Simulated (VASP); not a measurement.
Set up this calculation in VASP 6.6.1, as the native input.

- Task: single point
- Functional: LDA
- Potentials or basis: VASP PAW LDA potentials, release 64 (Zn, Se)
- Cutoff: 520 eV
- k mesh: 8 × 8 × 6
- Occupations: gaussian, width 0.05 eV
- Spin: no spin polarisation
- Dipole correction: no
- Further INCAR settings: ALGO = Normal; EDIFF = 1e-06; NBANDS = 26

The structure of ZnSe lies in POSCAR:

```
ZnSe
1.0
    3.9198109590      0.0000000000      0.0000000000
    0.0000000000      3.9198109590      0.0000000000
    0.0000000000      0.0000000000      5.1733436024
Zn Se
2 2
Direct
    0.0000000000      0.0000000000      0.0000000000
    0.5000000000      0.5000000000      0.0000000000
    0.0000000000      0.5000000000      0.3361676647
    0.5000000000      0.0000000000      0.6638323353
```

This cell differs from its parent crystal: atoms shifted along a free coordinate.

The input as run:

INCAR

```
  PREC = Accurate
  ENCUT = 520
  EDIFF = 1E-6
  ISMEAR = 0
  SIGMA = 0.05
  LREAL = False
  LASPH = True
  NELM = 60
  ALGO = Normal
  ISIF = 2
  LWAVE = False
  LCHARG = True
  LELF = True
  LVHAR = True
  NBANDS = 26
```

KPOINTS

```
Automatic mesh
0
Gamma
  8 8 6
```

Potentials or basis: VASP PAW LDA potentials, release 64 (Zn, Se).

Launch:

```console
$ cat potpaw_LDA.64/Zn/POTCAR potpaw_LDA.64/Se/POTCAR > POTCAR
$ mpirun -np 1 vasp_std > vasp.out
```

Results of the run:

- Pressure: -5.1 GPa
- Largest force: 2.349 eV/Å
- Band gap on the k mesh: 0.41 eV

Caveat: the cell differs from its parent crystal (atoms shifted along a free coordinate); the stress differs along the axes, from -11 to -2 GPa; semilocal functionals underestimate gaps, and a narrow one can read as zero; forces of over 1 eV/Å act on the atoms, so gaps and moduli don't describe the material at rest.

Wall time 53 s on 1 thread of AMD EPYC 9R45 96-Core Processor (Zen 5), on a shared host, peak memory 0.2 GiB.
